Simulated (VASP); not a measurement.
Set up this calculation in VASP 6.6.1, as the native input.

* Task: single point
* Functional: PBE0
* Potentials or basis: VASP PAW PBE potentials, release 64 (Pb_d)
* Cutoff: 520 eV
* k mesh: 4 × 4 × 4
* Occupations: fermi-dirac, width 0.05 eV
* Spin: no spin polarisation
* Dipole correction: no
* Grid for exact exchange (PRECFOCK): Normal
* Further INCAR settings: ALGO = Normal; EDIFF = 1e-06; NBANDS = 21
* Share of exact exchange: 0.25

Crystal: Pb.

```
CELL_PARAMETERS angstrom
3.40896 0.00000 0.00000
-1.70448 2.95225 0.00000
0.00000 0.00000 5.47589
ATOMIC_POSITIONS crystal
Pb 0.66667 0.33333 0.75000
Pb 0.33333 0.66667 0.25000
```

This isn't the form of Pb at room conditions, which is fcc.

One way to write it, as run:

POSCAR

```
Pb
1.0
    3.4089596583      0.0000000000      0.0000000000
   -1.7044798292      2.9522456646      0.0000000000
    0.0000000000      0.0000000000      5.4758863477
Pb
2
Direct
    0.6666666667      0.3333333333      0.7500000000
    0.3333333333      0.6666666667      0.2500000000
```

INCAR.step1

```
  ALGO = Normal
  EDIFF = 1E-5
  ENCUT = 520
  GGA = PE
  ISIF = 2
  ISMEAR = -1
  LASPH = T
  LCHARG = F
  LREAL = F
  LWAVE = T
  NBANDS = 21
  NELM = 80
  PREC = Accurate
  SIGMA = 0.05
```

INCAR.step2

```
  AEXX = 0.25
  ALGO = Normal
  EDIFF = 1E-6
  ENCUT = 520
  GGA = PE
  ISIF = 2
  ISMEAR = -1
  ISTART = 1
  LASPH = T
  LCHARG = F
  LHFCALC = T
  LREAL = F
  LWAVE = F
  NBANDS = 21
  NELM = 80
  PREC = Accurate
  PRECFOCK = Normal
  SIGMA = 0.05
```

KPOINTS

```
k-points
0
Gamma
  4 4 4
```

Potentials or basis: VASP PAW PBE potentials, release 64 (Pb_d).

Launch:

```console
$ cat potpaw_PBE.64/Pb_d/POTCAR > POTCAR
$ cp INCAR.step1 INCAR
$ mpirun -np 1 vasp_std > vasp.out
$ cp INCAR.step2 INCAR
$ mpirun -np 1 vasp_std > vasp.out
```

Results of the run:

The pressure is 4.9 GPa and the band gap on the k mesh is zero (bands 14 and 15 overlap by 8.29 eV).

Caveat: the k points lie up to 0.53 Å⁻¹ apart, too coarse for converged energies and pressures of a metal; the PAW data sets were made with another functional, which shifts forces and pressure a little; spin-orbit coupling is left out, which moves the levels of the heavy elements.

It took 18 min on 1 thread of Intel(R) Xeon(R) Platinum 8488C (Sapphire Rapids), on a shared host, peak memory 0.19 GiB.
